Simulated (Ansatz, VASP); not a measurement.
# LiCl: VASP beside Ansatz

```
CELL_PARAMETERS angstrom
3.60138 0.00000 0.00000
-1.80069 3.11889 0.00000
0.00000 0.00000 6.07304
ATOMIC_POSITIONS crystal
Li 0.00000 0.00000 0.50000
Li 0.00000 0.00000 0.00000
Cl 0.66667 0.33333 0.25000
Cl 0.33333 0.66667 0.75000
```

Alike in both runs: functional PBE; k mesh 6 × 6 × 4; occupations gaussian, width 0.02 eV; no spin polarisation.

Ansatz relaxed the structure, and its values are those at the end. VASP's run is a single point on that final structure, the one shown.

|  | VASP | Ansatz |
| --- | --- | --- |
| version | VASP 6.6.1 | Ansatz 0.2.0 |
| potentials or method | VASP PAW PBE potentials, release 64 (Li_sv, Cl), cutoff 520 eV | scalar-relativistic, plane waves, PAW |
| valence electrons in the cell | 20 | 20 |

```csv
,VASP,Ansatz,Ansatz less VASP
gap on the k mesh at the Fermi level (eV),6.23,6.22,-0.013
least direct gap on the mesh (eV),6.23,6.22,-0.013
```

The functional is the same, so the differences come from potentials, cutoffs and numerics.

Noted on VASP's run: the cutoff is short for stress, so the pressure is rough.
